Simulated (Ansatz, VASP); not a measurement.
KBr in VASP and in Ansatz

INCAR

```
PREC = Accurate
ENCUT = 520
EDIFF = 1E-6
ISMEAR = 0
SIGMA = 0.05
LREAL = F
LASPH = T
NELM = 80
ALGO = Normal
ISIF = 2
LWAVE = F
LCHARG = T
GGA = PS
LELF = T
LVHAR = T
NBANDS = 15
```

File KPOINTS:

```
regular mesh
0
Gamma
  8 8 8
```

POSCAR

```
KBr
1.0
    1.2874081599      4.0461399311      4.0461399311
    4.0461399311      1.2874081599      4.0461399311
    4.0461399311      4.0461399311      1.2874081599
K Br
1 1
Direct
    0.0000000000      0.0000000000      0.0000000000
    0.5000000000      0.5000000000      0.5000000000
```

Input for Ansatz:

```yaml
crystal:
  lattice:
    - [1.2874081599, 4.0461399311, 4.0461399311]
    - [4.0461399311, 1.2874081599, 4.0461399311]
    - [4.0461399311, 4.0461399311, 1.2874081599]
  atoms:
    - { symbol: K, position: [0.0, 0.0, 0.0] }
    - { symbol: Br, position: [0.5, 0.5, 0.5] }
basis:
  ecutwfc: 420
kpoints:
  mp_grid: { grid: [8, 8, 8] }
hamiltonian:
  xc: pbesol
scf:
  occupations: { method: gaussian, width: 0.05 }
output:
  forces: true
  stress: true
  eigenvalues: true
```

Alike in both runs: task single point; functional PBEsol; k mesh 8 × 8 × 8; occupations gaussian, width 0.05 eV; no spin polarisation.

|  | VASP | Ansatz |
| --- | --- | --- |
| version | VASP 6.6.1 | Ansatz 0.2.0 |
| potentials or method | VASP PAW PBE potentials, release 64 (K_sv, Br), cutoff 520 eV | scalar-relativistic, plane waves, PAW |
| valence electrons in the cell | 16 | 16 |

Ansatz gave:

```
gap on the k mesh at the Fermi level (eV)                     : 1.43
least direct gap on the mesh (eV)                             : 1.43
pressure (GPa)                                                : -1.3
traceless stress, the component that is largest in VASP (GPa) : -4.58
```

Question: Estimate VASP's values.

Answer: gap on the k mesh at the Fermi level (eV): 1.43; least direct gap on the mesh (eV): 1.43; pressure (GPa): -1.3; traceless stress, the component that is largest in VASP (GPa): -4.57.

VASP's potentials were made for PBE, not for PBEsol. With one functional, cell and mesh, what is left measures potentials, basis and numerics.
